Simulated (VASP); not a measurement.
Runs of VASP 6.6.1 on MnSb. The structure is that of space group Fm-3m (No. 225), or close to it. The cells are those of the table. 

```csv
cell,gap on the mesh (eV),pressure (GPa),moment (μB)
"a = 3.966 Å, angles 60.0°, 2 atoms",none,(c),(b)
"a = 4.043 Å, angles 60.0°, 2 atoms",none,-10.5,3.80
"a = 4.005 Å, angles 60.0°, 2 atoms",none,-9.5,(a)
"a = 3.886 Å, angles 60.0°, 2 atoms",none,-5.7,3.51
"a = 3.926 Å, angles 60.0°, 2 atoms",none,-7.2,3.60
```

Alike in all rows: task single point; level LDA; potentials or basis VASP PAW LDA potentials, release 64 (Mn_pv, Sb); spin collinear, ferromagnetic start; k mesh 9 × 9 × 9; cutoff (eV) 520; smearing fermi-dirac 0.1 eV.

**Question.** Fill in the values left out.

**Answer.** (a) 3.74; (b) 3.68; (c) -8.5.

Caveats: the cell stands under tension; spin-orbit coupling is left out, which moves the levels of the heavy elements; a cell with one magnetic atom can't hold antiferromagnetic order, which such compounds often take.

A k mesh can miss the band edges, and the runs leave out spin-orbit coupling on Sb.

A gap of «none» marks levels without a gap at the run's occupations.
